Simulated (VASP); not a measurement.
**Cu: relaxation of volume and atoms at fixed shape with r2SCAN**

Crystal: Cu.

```
CELL_PARAMETERS angstrom
11.57025 0.00000 0.00000
0.00000 2.23821 0.00000
-4.59562 0.00000 21.74339
ATOMIC_POSITIONS crystal
Cu 0.50000 0.50000 0.50000
```

```json
{
  "Program": "VASP 6.6.1",
  "Task": "relaxation of volume and atoms at fixed shape",
  "Functional": "r2SCAN",
  "Potentials or basis": "VASP PAW PBE potentials, release 64 (Cu)",
  "Cutoff": "600 eV",
  "k mesh": "3 × 15 × 2",
  "Occupations": "fermi-dirac, width 0.1 eV",
  "Spin": "no spin polarisation",
  "Dipole correction": "no",
  "Further INCAR settings": "ALGO = Normal; EDIFF = 1e-07; IBRION = 2; EDIFFG = -0.01; NSW = 80; ISIF = 8"
}
```

The relaxed cell is a = 11.694 Å, b = 2.262 Å, c = 22.462 Å, α = 90.00°, β = 101.93°, γ = 90.00° and the space group after relaxing (to 0.1 Å) is P2/m (No. 10). The energy gained by relaxing is 1.8 meV/atom and the ionic steps are 4. The pressure after relaxing is 0.0 GPa and the band gap on the k mesh is zero (an odd number of electrons rules out a gap without spin polarisation).

Step by step:
| step | energy change (eV) | largest force (eV/Å) | pressure (GPa) | volume (Å³) |
| --- | --- | --- | --- | --- |
| 1 | 0.0000 | 0.0000 | 0.03 | 563.08 |
| 2 | -0.0014 | 0.0000 | 0.01 | 572.80 |
| 3 | -0.0017 | 0.0000 | -0.01 | 585.19 |
| 4 | -0.0018 | 0.0000 | 0.00 | 581.37 |

Final structure:
```
Cu
1.0
    11.69416    0.00000    0.00000
     0.00000    2.26218    0.00000
    -4.64484    0.00000   21.97625
Cu
1
Cartesian
  3.5247 1.1311 10.9881
```

Levels at points of the mesh, in eV from the Fermi level:
```csv
k point,band 4,band 5,band 6,band 7,band 8,band 9
"(0.00, 0.00, 0.00)",-1.08,-0.20,-0.20,3.02,3.03,5.20
"(0.00, 0.00, 0.50)",-1.08,-0.20,-0.20,3.02,3.03,5.26
```

Wall time 120 min on 1 thread of Oxide Virtual Turin-like Processor (shared host), peak memory 0.89 GiB.

Caveat: the PAW data sets were made with another functional, which shifts forces and pressure a little.
